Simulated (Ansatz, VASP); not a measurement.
## GaAs: VASP beside Ansatz

```
Ga As
1.0
     0.00000    2.83308    2.83308
     2.83308    0.00000    2.83308
     2.83308    2.83308    0.00000
Ga As
1 1
Direct
  0.00000 0.00000 0.00000
  0.25000 0.25000 0.25000
```

Alike in both runs: task single point; functional PBE-based global hybrid with a share of 0.2 of exact exchange; k mesh 4 × 4 × 4; no spin polarisation.

|  | VASP | Ansatz |
| --- | --- | --- |
| version | VASP 6.6.1 | Ansatz 0.2.0 |
| potentials or method | VASP PAW PBE potentials, release 64 (Ga_d, As) | plane waves |
| plane-wave cutoff (eV) | 520 | 420 |
| occupations | gaussian, width 0.01 eV | fixed |
| valence electrons in the cell | 18 | 28 |

Ansatz gave:

| Property | Result |
| --- | --- |
| gap on the k mesh at the Fermi level (eV) | 1.73 |
| pressure (GPa) | 1.2 |

Problem. Which values does VASP return?

Solution. gap on the k mesh at the Fermi level (eV): 1.78; pressure (GPa): 1.0.

VASP's potentials were made for PBE, not for PBE-based global hybrid. VASP's potentials hold 18 valence electrons a cell and Ansatz's 28, so a difference there can come from the potentials and not from the codes. Ansatz's warnings: stress exchange threshold loose, stress scf threshold loose.

The k mesh is coarse, so the values compare programs but aren't converged.
